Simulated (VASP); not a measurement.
PbS: electric field gradients with LDA

PbS:

```
CELL_PARAMETERS angstrom
-0.02965 2.95018 2.95018
2.95018 -0.02965 2.95018
2.95018 2.95018 -0.02965
ATOMIC_POSITIONS crystal
Pb 0.00000 0.00000 0.00000
S 0.50000 0.50000 0.50000
```

This cell differs from its parent crystal: equal xy, yz and zx shear strains of -1 %.

- Program: VASP 6.6.1
- Task: electric field gradients
- Functional: LDA
- Potentials or basis: VASP PAW LDA potentials, release 64 (Pb_d, S)
- Cutoff: 520 eV
- k mesh: 7 × 7 × 7
- Occupations: fermi-dirac, width 0.01 eV
- Spin: no spin polarisation
- Dipole correction: no
- Further INCAR settings: ALGO = Normal; EDIFF = 1e-08; NBANDS = 17

```
Pressure               : -2.6 GPa
Band gap on the k mesh : 0.78 eV, indirect (least direct gap 0.85 eV)
```

Stress tensor (GPa, compression positive):
```
-2.57  0.21  0.21
 0.21 -2.57  0.21
 0.21  0.21 -2.57
```

Levels at points of the mesh, in eV from the valence-band top:
```tsv
k point	band 7	band 8	band 9	band 10	band 11	band 12	band 13	band 14
(0.00, 0.00, 0.00)	-5.80	-1.92	-1.92	-1.81	5.35	5.36	5.36	6.86
```

Electric field gradients, principal values (V/Å²):
| atom | least | middle | greatest (by size) |
| --- | --- | --- | --- |
| 1 Pb | -1.081 | -1.081 | 2.162 |
| 2 S | 1.498 | 1.498 | -2.996 |

Run time: 29 s on 1 thread of AMD EPYC 7R43 64-Core Processor (Zen 3), on a shared host, peak memory 0.14 GiB.

Caveat: the cell differs from its parent crystal (equal xy, yz and zx shear strains of -1 %); without QUAD_EFG the Cq values of the log hold for a quadrupole moment of 1 mb, not for the nuclei; spin-orbit coupling is left out, which moves the levels of the heavy elements. A k mesh can miss the band edges.
